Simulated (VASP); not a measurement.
Here is a VASP 6.6.1 calculation.

The input POSCAR:

```
Br
1.0
    4.1050320000      0.0000000000      0.0000000000
    2.1305491274      3.5088528235      0.0000000000
   -3.1177905024     -1.7544263773      2.0131215042
Br
1
Direct
    0.0000000000      0.0000000000      0.0000000000
```

INCAR.step1

```
PREC = Accurate
ENCUT = 520
ISMEAR = -1
SIGMA = 0.1
LREAL = F
LASPH = T
NELM = 100
NBANDS = 10
GGA = PE
ALGO = Normal
EDIFF = 1E-4
LWAVE = T
LCHARG = F
```

Contents of INCAR.step2:

```
PREC = Accurate
ENCUT = 520
EDIFF = 1E-6
ISMEAR = -1
SIGMA = 0.1
LREAL = F
LASPH = T
NELM = 100
ALGO = Normal
ISIF = 2
LWAVE = F
LCHARG = F
METAGGA = R2SCAN
LMIXTAU = T
NBANDS = 10
ISTART = 1
```

The input KPOINTS:

```
regular mesh
0
Gamma
  10 10 10
```

Potentials or basis: VASP PAW PBE potentials, release 64 (Br).

The run is started by

```console
$ cat potpaw_PBE.64/Br/POTCAR > POTCAR
$ cp INCAR.step1 INCAR
$ mpirun -np 1 vasp_std > vasp.out
$ cp INCAR.step2 INCAR
$ mpirun -np 1 vasp_std > vasp.out
```

Task: What does it give for the pressure?

Result: 0.5 GPa.

Stress tensor (GPa, compression positive):
```
 0.37 -0.11  0.00
-0.11  0.50  0.00
 0.00  0.00  0.56
```

Caveat: the PAW data sets were made with another functional, which shifts forces and pressure a little; an odd number of electrons without spin polarisation forces a metal; a magnetic or distorted state may lie lower.
